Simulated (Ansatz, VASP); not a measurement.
# Pt: VASP beside Ansatz

Contents of INCAR:

```
SYSTEM = Pt
PREC = Accurate
ENCUT = 520
EDIFF = 1E-7
ISMEAR = 0
SIGMA = 0.15
LREAL = .FALSE.
LASPH = .TRUE.
NELM = 100
ALGO = Fast
ISIF = 2
LWAVE = .FALSE.
LCHARG = .FALSE.
NBANDS = 11
```

File KPOINTS:

```
Automatic mesh
0
G
  22 22 22
  0 0 0
```

File POSCAR:

```
Pt
1.0
   -1.6317466000      1.6317466000      1.5604567000
    1.6317466000     -1.6317466000      1.5604567000
    1.6317466000      1.6317466000     -1.5604567000
Pt
1
Direct
    0.0000000000      0.0000000000      0.0000000000
```

Input for Ansatz:

```yaml
crystal:
  lattice:
    - [-1.6317466, 1.6317466, 1.5604567]
    - [1.6317466, -1.6317466, 1.5604567]
    - [1.6317466, 1.6317466, -1.5604567]
  atoms:
    - { symbol: Pt, position: [0.0, 0.0, 0.0] }
basis:
  ecutwfc: 520.0
kpoints:
  mp_grid: { grid: [22, 22, 22] }
hamiltonian:
  xc: lda
scf:
  occupations: { method: gaussian, width: 0.15 }
output:
  forces: true
  stress: true
  eigenvalues: true
```

Change from the starting cell: strain +0.030 along x and y, -0.015 along z, atoms carried along.

Alike in both runs: task single point; functional LDA; k mesh 22 × 22 × 22; occupations gaussian, width 0.15 eV; no spin polarisation.

```csv
,VASP,Ansatz
version,VASP 6.6.1,Ansatz 0.2.0
potentials or method,"VASP PAW LDA potentials, release 64 (Pt), cutoff 520 eV","scalar-relativistic, plane waves, PAW"
valence electrons in the cell,10,18
```

```tsv
	VASP	Ansatz	Ansatz less VASP
gap on the k mesh at the Fermi level (eV)	none	none	-
pressure (GPa)	-23.5	-23.9	-0.49
traceless stress, the component that is largest in VASP (GPa)	-2.67	-2.73	-0.056
```

LDA's correlation is that of Perdew and Zunger in VASP and of Perdew and Wang (1992) in Ansatz. A gap of «none» marks a metal or a gap that the smearing closes. VASP's potentials hold 10 valence electrons a cell and Ansatz's 18, so a difference there can come from the potentials and not from the codes.

Neither program's run includes spin-orbit coupling.
